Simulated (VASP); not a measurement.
# Mg (Fm-3m) in VASP: density of states with LDA

Aim: the density of states of Mg with LDA.

Everything below comes from runs of VASP 6.6.1. Logs are shortened: lines on timing, memory, paths and dates and some standing lists are left out, and cuts for length are marked.

### Step 1. The cell of the first run

The structure is cubic, space group Fm-3m (No. 225). The conventional cell has a = 3.266 Å, b = 3.266 Å, c = 3.266 Å, α = 90.00°, β = 90.00°, γ = 90.00°. Mg (site symmetry m-3m) has 12 Mg at 2.31 Å within 3.1 Å.

### Step 2. Density of states, LDA (volume scaled by 0.4)

Contents of POSCAR:

```
Mg
1.0
    0.0000000000      1.6331054116      1.6331054116
    1.6331054116      0.0000000000      1.6331054116
    1.6331054116      1.6331054116      0.0000000000
Mg
1
Direct
    0.0000000000      0.0000000000      0.0000000000
```

Contents of INCAR.step1:

```
PREC = Accurate ; ENCUT = 520
EDIFF = 1E-7 ; ISMEAR = -1
SIGMA = 0.05 ; LREAL = False
LASPH = True ; NELM = 100
ALGO = Normal ; ISIF = 2
LWAVE = False ; LCHARG = True
GGA = CA ; NBANDS = 7
```

Contents of KPOINTS.step1:

```
Automatic mesh
0
Gamma
  16 16 16
```

Contents of INCAR.step2:

```
PREC = Accurate ; ENCUT = 520
EDIFF = 1E-7 ; ISMEAR = -5
SIGMA = 0.05 ; LREAL = False
LASPH = True ; NELM = 100
ALGO = Normal ; ISIF = 2
LWAVE = False ; LCHARG = False
GGA = CA ; LORBIT = 11
NBANDS = 7 ; NEDOS = 2001
ICHARG = 11
```

Contents of KPOINTS.step2:

```
Automatic mesh
0
Gamma
  24 24 24
```

Potentials or basis: VASP PAW LDA potentials, release 64 (Mg).

The run is started by

```bash
cat potpaw_LDA.64/Mg/POTCAR > POTCAR
cp INCAR.step1 INCAR
cp KPOINTS.step1 KPOINTS
mpirun -np 1 vasp_std > vasp.out
cp INCAR.step2 INCAR
cp KPOINTS.step2 KPOINTS
mpirun -np 1 vasp_std > vasp.out
```

OUTCAR:

```text
PREC = Accurate
   ENCUT = 520
   EDIFF = 1E-7
   ISMEAR = -5
   LREAL = False
   LASPH = True
   NELM = 100
   ISIF = 2
   GGA = CA
   LORBIT = 11
   ICHARG = 11

 ion  position               nearest neighbor table
   1  0.000  0.000  0.000-

  LATTYP: Found a face centered cubic cell.
 ALAT       =     3.2662108232

  Lattice vectors:

 A1 = (   0.0000000000,   1.6331054116,   1.6331054116)
 A2 = (   1.6331054116,   0.0000000000,   1.6331054116)
 A3 = (   1.6331054116,   1.6331054116,   0.0000000000)

Analysis of symmetry for initial positions (statically):
=====================================================================
 Subroutine PRICEL returns:
 Original cell was already a primitive cell.

 Routine SETGRP: Setting up the symmetry group for a
 face centered cubic supercell.

 Subroutine GETGRP returns: Found 48 space group operations
 (whereof 48 operations were pure point group operations)
 out of a pool of 48 trial point group operations.

The static configuration has the point symmetry O_h .

Analysis of symmetry for dynamics (positions and initial velocities):
=====================================================================
 Subroutine PRICEL returns:
 Original cell was already a primitive cell.

 Routine SETGRP: Setting up the symmetry group for a
 face centered cubic supercell.

 Subroutine GETGRP returns: Found 48 space group operations
 (whereof 48 operations were pure point group operations)
 out of a pool of 48 trial point group operations.

The dynamic configuration has the point symmetry O_h .

 Subroutine INISYM returns: Found 48 space group operations
 (whereof 48 operations are pure point group operations),
 and found     1 'primitive' translations

----------------------------------------------------------------------------------------

                                     Primitive cell

  volume of cell :       8.7111

  direct lattice vectors                    reciprocal lattice vectors
     0.000000000  1.633105412  1.633105412    -0.306165172  0.306165172  0.306165172
     1.633105412  0.000000000  1.633105412     0.306165172 -0.306165172  0.306165172
     1.633105412  1.633105412  0.000000000     0.306165172  0.306165172 -0.306165172

  length of vectors
     2.309559822  2.309559822  2.309559822     0.530293634  0.530293634  0.530293634

  position of ions in fractional coordinates (direct lattice)
     0.000000000  0.000000000  0.000000000

  ion indices of the primitive-cell ions
   primitive index   ion index
                 1           1

----------------------------------------------------------------------------------------

 KPOINTS: Automatic mesh

Automatic generation of k-mesh.
 Grid dimensions read from file:
 generate k-points for:   24   24   24

 Generating k-lattice:

  Cartesian coordinates                     Fractional coordinates (reciprocal lattice)
    -0.012756882  0.012756882  0.012756882     0.041666667  0.000000000  0.000000000
     0.012756882 -0.012756882  0.012756882     0.000000000  0.041666667  0.000000000
     0.012756882  0.012756882 -0.012756882     0.000000000  0.000000000  0.041666667

  Length of vectors
     0.022095568  0.022095568  0.022095568

  Shift w.r.t. Gamma in fractional coordinates (k-lattice)
     0.000000000  0.000000000  0.000000000

 TETIRR: Found   1864 inequivalent tetrahedra from    82944

 Subroutine IBZKPT returns following result:
 ===========================================

 Found    413 irreducible k-points:

 Following reciprocal coordinates:
            Coordinates               Weight
  0.000000  0.000000  0.000000      1.000000
  0.041667  0.000000  0.000000      8.000000
  0.083333  0.000000  0.000000      8.000000
  0.125000  0.000000  0.000000      8.000000
  0.166667  0.000000  0.000000      8.000000
  0.208333  0.000000  0.000000      8.000000
[... 16 lines left out ...]
  0.416667  0.041667  0.000000     24.000000
  0.458333  0.041667  0.000000     24.000000
 [... further k-points ...]
   k-points           NKPTS =    413   k-points in BZ     NKDIM =    413   number of bands    NBANDS=      7
   number of dos      NEDOS =   2001   number of ions     NIONS =      1
   total plane-waves  NPLWV =   5832
   dimension x,y,z NGX =    18 NGY =   18 NGZ =   18
   dimension x,y,z NGXF=    36 NGYF=   36 NGZF=   36
   ions per type =               1
   NGX,Y,Z   is equivalent  to a cutoff of  12.96, 12.96, 12.96 a.u.
   NGXF,Y,Z  is equivalent  to a cutoff of  25.91, 25.91, 25.91 a.u.
 SYSTEM =  unknown system
   PREC   = accura    normal or accurate (medium, high low for compatibility)
   ISTART =      0    job   : 0-new  1-cont  2-samecut
   ICHARG =     11    charge: 1-file 2-atom 10-const
   ISPIN  =      1    spin polarized calculation?
   LNONCOLLINEAR =      F non collinear calculations
   LSORBIT =      F    spin-orbit coupling
   LASPH  =      T    aspherical Exc in radial PAW
   ENCUT  =  520.0 eV  38.22 Ry    6.18 a.u.   4.29  4.29  4.29*2*pi/ulx,y,z
   NELM   =    100;   NELMIN=  2; NELMDL=  0     # of ELM steps
   EDIFF  = 0.1E-06   stopping-criterion for ELM
   LREAL  =      F    real-space projection
   EDIFFG = 0.1E-05   stopping-criterion for IOM
   NSW    =      0    number of steps for IOM
   IBRION =     -1    ionic relax: 0-MD 1-quasi-New 2-CG
   NFREE  =      0    steps in history (QN), initial steepest desc. (CG)
   ISIF   =      2    stress and relaxation
   ISYM   =      2    0-nonsym 1-usesym 2-fastsym
   POTIM  = 0.5000    time-step for ionic-motion
   TEBEG  =    0.0;   TEEND  =   0.0 temperature during run
   PSTRESS=    0.0 pullay stress
   NELECT =       2.0000    total number of electrons
   NUPDOWN=      -1.0000    fix difference up-down
   EMIN   =  10.00;   EMAX   =-10.00  energy-range for DOS
   EFERMI =   0.00;   METHOD = LEGACY
   ISMEAR =    -5;   SIGMA  =   0.05  broadening in eV -4-tet -1-fermi 0-gaus
   EFERMI_NEDOS =   21; number of points for ismear=-14 and -15
   IALGO  =     38    algorithm
   IMIX   =      4    mixing-type and parameters
     AMIX     =   0.40;   BMIX     =  1.00
     AMIX_MAG =   1.60;   BMIX_MAG =  1.00
  volume/ion in A,a.u.               =       8.71        58.79
  Fermi-wavevector in a.u.,A,eV,Ry     =   1.002445  1.894347 13.672444  1.004896
  Thomas-Fermi vector in A             =   2.134933
   LORBIT       =     11    0 simple, 1 ext, 2 COOP (PROOUT), +10 PAW based schemes
   GGA     = CA    functional components
   LHFCALC =     F    Hartree Fock is set to
   AEXX    =    0.0000 exact exchange contribution
   IVDW    =     0    specifies the selected vdW correction
   LEPSILON=     F    determine dielectric tensor
   LRPA    =     F    only Hartree local field effects (RPA)
 non-spin polarized calculation
 Fermi weights with tetrahedron method with Bloechl corrections
  energy-cutoff  :      520.00
  volume of cell :        8.71
 maximum number of plane-waves:       259
 NGX is ok and might be reduce to    18

 number of electron       2.0000000 magnetization

 Free energy of the ion-electron system (eV)
  ---------------------------------------------------
  ext. energy  EPLUGINS =         0.00000000
  ---------------------------------------------------
  free energy    TOTEN  =         2.24094682 eV

  energy without entropy =        2.24094682  energy(sigma->0) =        2.24094682

 E-fermi :  10.3703     XC(G=0): -12.4404

 val. band max:       10.6407684029   @ k =  -0.4583   0.5000   0.0417
 cond. band min:      10.4011640001   @ k =  -0.3333   0.4583   0.2083
 fundamental gap:     -0.2396044028
 Fermi energy:        10.3703148997

 k-point     1 :       0.0000    0.0000    0.0000
  band No.  band energies     occupation
      1      -1.6615      2.00000
      2      29.7631      0.00000
      3      29.7631      0.00000
      4      29.7631      0.00000
      5      34.1865      0.00000
      6      39.1192      0.00000
      7      39.1192      0.00000

 k-point     2 :       0.0417    0.0000    0.0000
  band No.  band energies     occupation
      1      -1.5859      2.00000
      2      28.7811      0.00000
      3      29.7539      0.00000
      4      29.7539      0.00000
      5      34.9584      0.00000
      6      38.7354      0.00000
      7      38.7377      0.00000

 k-point     3 :       0.0833    0.0000    0.0000
  band No.  band energies     occupation
      1      -1.3600      2.00000
      2      26.8571      0.00000
      3      29.7193      0.00000
      4      29.7193      0.00000
      5      35.8168      0.00000
      6      38.0163      0.00000
      7      38.0163      0.00000

 k-point     4 :       0.1250    0.0000    0.0000
  band No.  band energies     occupation
      1      -0.9868      2.00000
      2      24.7346      0.00000
      3      29.6405      0.00000
      4      29.6405      0.00000
      5      35.5884      0.00000
      6      37.3150      0.00000
      7      37.3150      0.00000

 k-point     5 :       0.1667    0.0000    0.0000
  band No.  band energies     occupation
      1      -0.4710      2.00000
      2      22.5981      0.00000
      3      29.4956      0.00000
      4      29.4956      0.00000
      5      34.9094      0.00000
      6      36.7501      0.00000
      7      36.7501      0.00000
[... 161 lines left out ...]
 k-point    22 :       0.3750    0.0417    0.0000
  band No.  band energies     occupation
      1       3.6662      2.00000
      2      13.5653      0.00000
      3      27.5117      0.00000
      4      27.7099      0.00000
      5      33.4906      0.00000
      6      35.2987      0.00000
      7      36.9713      0.00000

 k-point    23 :       0.4167    0.0417    0.0000
  band No.  band energies     occupation
      1       4.8330      2.00000
      2      11.8868     -0.00046
      3      27.1624      0.00000
      4      27.5653      0.00000
      5      33.2628      0.00000
      6      35.5671      0.00000
      7      36.8494      0.00000

 k-point    24 :       0.4583    0.0417    0.0000
  band No.  band energies     occupation
      1       6.0516      2.00000
      2      10.3404      1.00963
      3      26.9006      0.00000
      4      27.4975      0.00000
      5      33.1273      0.00000
      6      35.7990      0.00000
      7      36.7184      0.00000

 [... further k-points ...]

------------------------ aborting loop because EDIFF is reached ----------------------------------------

  FORCE on cell =-STRESS in cart. coord.  units (eV):
  Direction    XX          YY          ZZ          XY          YZ          ZX
  --------------------------------------------------------------------------------------
  -------------------------------------------------------------------------------------
  Total       11.5015612     11.5015612     11.5015612      0.0000000      0.0000000     -0.0000000
  in kB     2115.4108586   2115.4108586   2115.4108586      0.0000000      0.0000000     -0.0000000
  external PRESSURE =    2115.4108586 kB  Pullay stress =       0.0000000 kB

 VOLUME and BASIS-vectors are now :
 -----------------------------------------------------------------------------
  energy-cutoff  :      520.00
  volume of cell :        8.71
      direct lattice vectors                 reciprocal lattice vectors
     0.000000000  1.633105412  1.633105412    -0.306165172  0.306165172  0.306165172
     1.633105412  0.000000000  1.633105412     0.306165172 -0.306165172  0.306165172
     1.633105412  1.633105412  0.000000000     0.306165172  0.306165172 -0.306165172

 POSITION                                       TOTAL-FORCE (eV/Angst)
 -----------------------------------------------------------------------------------
      0.00000      0.00000      0.00000         0.000000      0.000000      0.000000
 -----------------------------------------------------------------------------------
    total drift:                               -0.000000      0.000000      0.000000

  FREE ENERGIE OF THE ION-ELECTRON SYSTEM (eV)
  ---------------------------------------------------
  free  energy   TOTEN  =         2.2409468174 eV

  energy  without entropy=        2.2409468174  energy(sigma->0) =        2.24094682

 total charge

# of ion       s       p       d       tot
------------------------------------------
    1        0.388   0.460   0.100   0.948
```

Run time: 37 s. Hardware: 1 thread of Intel Xeon 8259CL, shared host; peak memory 0.14 GiB.

Results:

```yaml
Valence_electrons_inside_the_program's_atomic_spheres: Mg 0.95
```

Levels at points of the mesh, in eV from the Fermi level:
```tsv
k point	band 1	band 2	band 3	band 4
(0.00, 0.00, 0.00)	-12.03	19.39	19.39	19.39
(0.50, 0.00, 0.00)	-3.18	-1.43	17.24	17.24
(0.50, 0.50, 0.00)	0.21	0.22	7.35	14.40
```

Caveat: tetrahedron occupations give inexact forces and stress in metals.
